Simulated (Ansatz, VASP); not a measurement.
**Two plane-wave programs on TiAl3**

File INCAR:

```
SYSTEM = TiAl3
  PREC = Accurate
  ENCUT = 520
  EDIFF = 1E-8
  ISMEAR = -1
  SIGMA = 0.15
  LREAL = .FALSE.
  LASPH = .TRUE.
  NELM = 60
  ALGO = Fast
  ISIF = 2
  LWAVE = .FALSE.
  LCHARG = .FALSE.
  GGA = PS
  LEFG = .TRUE.
  NBANDS = 18
```

The input KPOINTS:

```
regular mesh
0
G
  10 10 10
  0 0 0
```

POSCAR

```
TiAl3
1.0
    3.9507595400      0.0000000000      0.0000000000
    0.0000000000      3.9507595400      0.0000000000
    0.0000000000      0.0000000000      3.9507595400
Ti Al
1 3
Direct
    0.0000000000      0.0000000000      0.0000000000
    0.5000000000      0.5000000000      0.0000000000
    0.5000000000      0.0000000000      0.5000000000
    0.0000000000      0.5000000000      0.5000000000
```

Input for Ansatz:

```yaml
crystal:
  lattice:
    - [3.95075954, 0.0, 0.0]
    - [0.0, 3.95075954, 0.0]
    - [0.0, 0.0, 3.95075954]
  atoms:
    - { symbol: Ti, position: [0.0, 0.0, 0.0] }
    - { symbol: Al, position: [0.5, 0.5, 0.0] }
    - { symbol: Al, position: [0.5, 0.0, 0.5] }
    - { symbol: Al, position: [0.0, 0.5, 0.5] }
basis:
  ecutwfc: 420
kpoints:
  mp_grid: { grid: [10, 10, 10] }
hamiltonian:
  xc: pbesol
scf:
  occupations: { method: fermi_dirac, width: 0.15 }
output:
  forces: true
  stress: true
  eigenvalues: true
  efg: {}
checkpoint:
  read: start.run
  write: ck
  compress: false
  write_wavefunctions: false
  write_every: 100000
```

Alike in both runs: task electric field gradients; functional PBEsol; k mesh 10 × 10 × 10; occupations fermi-dirac, width 0.15 eV; no spin polarisation.

|  | VASP | Ansatz |
| --- | --- | --- |
| version | VASP 6.6.1 | Ansatz 0.2.0 |
| potentials or method | VASP PAW PBE potentials, release 64 (Ti_sv, Al), cutoff 520 eV | scalar-relativistic, plane waves, PAW |
| valence electrons in the cell | 21 | 21 |

|  | VASP | Ansatz | Ansatz less VASP |
| --- | --- | --- | --- |
| gap on the k mesh at the Fermi level (eV) | none | none | - |
| pressure (GPa) | 0.1 | 0.0 | -0.11 |
| size of Vzz on the site where it differs most (V/Å²) | 17.0 | 17.3 | +0.27 |

VASP's potentials were made for PBE, not for PBEsol. A gap of «none» marks a metal or a gap that the smearing closes. The functional is the same, so the differences come from potentials, cutoffs and numerics.
